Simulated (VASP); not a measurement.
Set up this calculation in VASP 6.6.1, as the native input.

| Property | Result |
| --- | --- |
| Task | single point |
| Functional | LDA |
| Potentials or basis | VASP PAW LDA potentials, release 64 (Sn_d, O) |
| Cutoff | 520 eV |
| k mesh | 6 × 6 × 8 |
| Occupations | gaussian, width 0.02 eV |
| Spin | no spin polarisation |
| Dipole correction | no |
| Further INCAR settings | ALGO = Normal; EDIFF = 1e-06; NBANDS = 35 |

The structure of SnO2 lies in POSCAR:

```
SnO2
1.0
    4.7212714757      0.0000000000      0.0000000000
    0.0000000000      4.7242464866      0.0000000000
    0.0000000000      0.0000000000      3.3814205672
Sn O
2 4
Direct
    0.5000000000      0.5000000000      0.5000000000
    0.0000000000      0.0000000000      0.0000000000
    0.3078080611      0.3079162371      0.0000000000
    0.8078080611      0.1920837629      0.5000000000
    0.1921919389      0.8079162371      0.5000000000
    0.6921919389      0.6920837629      0.0000000000
```

The input as run:

INCAR

```
  ALGO = Normal
  EDIFF = 1E-6
  ENCUT = 520
  ISIF = 2
  ISMEAR = 0
  LASPH = T
  LCHARG = T
  LELF = T
  LREAL = F
  LVHAR = T
  LWAVE = F
  NBANDS = 35
  NELM = 100
  PREC = Accurate
  SIGMA = 0.02
```

KPOINTS

```
k-points
0
Gamma
  6 6 8
```

Potentials or basis: VASP PAW LDA potentials, release 64 (Sn_d, O).

Launch:

```sh
$ cat potpaw_LDA.64/Sn_d/POTCAR potpaw_LDA.64/O/POTCAR > POTCAR
$ mpirun -np 1 vasp_std > vasp.out
```

Results of the run:

```json
{"Pressure": "-11.5 GPa", "Band gap on the k mesh": "0.38 eV"}
```

Caveat: the cell stands under tension; spin-orbit coupling is left out, which moves the levels of the heavy elements.

It took 5.1 min on 1 thread of Intel Xeon 8259CL, with other jobs on the host, peak memory 0.27 GiB.
